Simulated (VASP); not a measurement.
**TiO2: single point with PBEsol**

TiO2:

```
Ti O
1.0
     4.59220    0.00000    0.00000
     0.00000    4.59220    0.00000
     0.00000    0.00000    2.95740
Ti O
2 4
Direct
  0.00000 0.00000 0.00000
  0.50000 0.50000 0.50000
  0.30496 0.30496 0.00000
  0.19504 0.80496 0.50000
  0.69504 0.69504 0.00000
  0.80496 0.19504 0.50000
```

```json
{
 "Program": "VASP 6.6.1",
 "Task": "single point",
 "Functional": "PBEsol",
 "Potentials or basis": "VASP PAW PBE potentials, release 64 (Ti_sv, O)",
 "Cutoff": "600 eV",
 "k mesh": "4 × 4 × 6",
 "Occupations": "gaussian, width 0.1 eV",
 "Spin": "no spin polarisation",
 "Dipole correction": "no",
 "Further INCAR settings": "ALGO = Normal; EDIFF = 1e-06; NBANDS = 33"
}
```

```json
{"Pressure": "-1.3 GPa", "Largest force": "0.054 eV/Å", "Band gap on the k mesh": "1.84 eV"}
```

Forces in eV/Å, atoms in the order of the input:
```
Ti   0.000  0.000  0.000
Ti   0.000  0.000  0.000
O   -0.038 -0.038  0.000
O    0.038 -0.038  0.000
O    0.038  0.038  0.000
O   -0.038  0.038  0.000
```

Stress tensor (GPa, compression positive):
```
-0.69  0.00  0.00
 0.00 -0.69  0.00
 0.00  0.00 -2.39
```

Levels at points of the mesh, in eV from the valence-band top:
```tsv
k point	band 21	band 22	band 23	band 24	band 25	band 26	band 27	band 28
(0.00, 0.00, 0.00)	-0.70	-0.45	-0.45	0.00	1.84	2.13	2.38	2.47
(0.50, 0.00, 0.00)	-1.66	-1.66	-0.76	-0.76	2.52	2.52	3.00	3.00
(0.50, 0.50, 0.00)	-1.32	-1.32	-1.06	-1.06	1.88	1.88	2.49	2.49
(0.00, 0.00, 0.50)	-2.42	-2.42	-1.44	-1.44	2.96	2.96	3.15	3.15
(0.50, 0.00, 0.50)	-2.07	-2.07	-1.05	-1.05	1.87	1.87	3.17	3.17
(0.50, 0.50, 0.50)	-1.30	-1.30	-0.68	-0.68	2.57	2.57	3.19	3.19
```

It took 110 s on 1 thread of Oxide Virtual Turin-like Processor, on a shared host, peak memory 0.18 GiB.

Caveat: the PAW data sets were made with another functional, which shifts forces and pressure a little. A hybrid or GW would open this gap; PBEsol tends to underestimate it.
